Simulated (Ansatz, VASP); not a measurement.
# GaN: VASP beside Ansatz

POSCAR

```
GaN
1.0
    0.0000000000      2.2535006075      2.2535006075
    2.2535006075      0.0000000000      2.2535006075
    2.2535006075      2.2535006075      0.0000000000
Ga N
1 1
Direct
    0.0000000000      0.0000000000      0.0000000000
    0.7500000000      0.7500000000      0.7500000000
```

INCAR.step1

```
ALGO = Normal
EDIFF = 1E-4
ENCUT = 600
GGA = PE
ISMEAR = 0
LASPH = T
LCHARG = F
LREAL = F
LWAVE = T
NELM = 60
PREC = Accurate
SIGMA = 0.02
```

The input INCAR.step2:

```
ALGO = Normal
EDIFF = 1E-6
EDIFFG = -0.005
ENCUT = 600
IBRION = 2
ISIF = 3
ISMEAR = 0
ISTART = 1
LASPH = T
LCHARG = F
LMIXTAU = T
LREAL = F
LWAVE = F
METAGGA = R2SCAN
NELM = 60
NSW = 100
PREC = Accurate
SIGMA = 0.02
```

The input KPOINTS:

```
k-points
0
Gamma
  10 10 10
```

Input for Ansatz:

```yaml
crystal:
  lattice:
    - [0.0, 2.2535006075, 2.2535006075]
    - [2.2535006075, 0.0, 2.2535006075]
    - [2.2535006075, 2.2535006075, 0.0]
  atoms:
    - { symbol: Ga, position: [0.0, 0.0, 0.0] }
    - { symbol: "N", position: [0.75, 0.75, 0.75] }
basis:
  ecutwfc: 500
kpoints:
  mp_grid: { grid: [10, 10, 10] }
hamiltonian:
  xc: r2scan
scf:
  occupations: { method: gaussian, width: 0.02 }
output:
  forces: true
  stress: true
  eigenvalues: true
relax:
  adjacent_minimum: "off"
  f_tol: 0.005
  max_steps: 80
  cell: { stress_tol: 0.05 }
```

Alike in both runs: task relaxation of cell and atoms; functional r2SCAN; k mesh 10 × 10 × 10; occupations gaussian, width 0.02 eV; no spin polarisation.

```csv
,VASP,Ansatz
version,VASP 6.6.1,Ansatz 0.2.0
potentials or method,"VASP PAW PBE potentials, release 64 (Ga_d, N), cutoff 600 eV","scalar-relativistic, plane waves, PAW"
valence electrons in the cell,18,18
```

```tsv
	VASP	Ansatz	Ansatz less VASP
gap on the k mesh at the Fermi level, each at its own relaxed structure (eV)	2.12	2.17	+0.049
relaxed volume (Å³/atom)	11.44	11.37	-0.069
relaxed cell length with the largest relative difference (Å)	3.187	3.180	-0.0065
```

VASP's potentials were made for PBE, not for r2SCAN.

Noted on VASP's run: the relaxation stopped at its first step, so nothing moved.
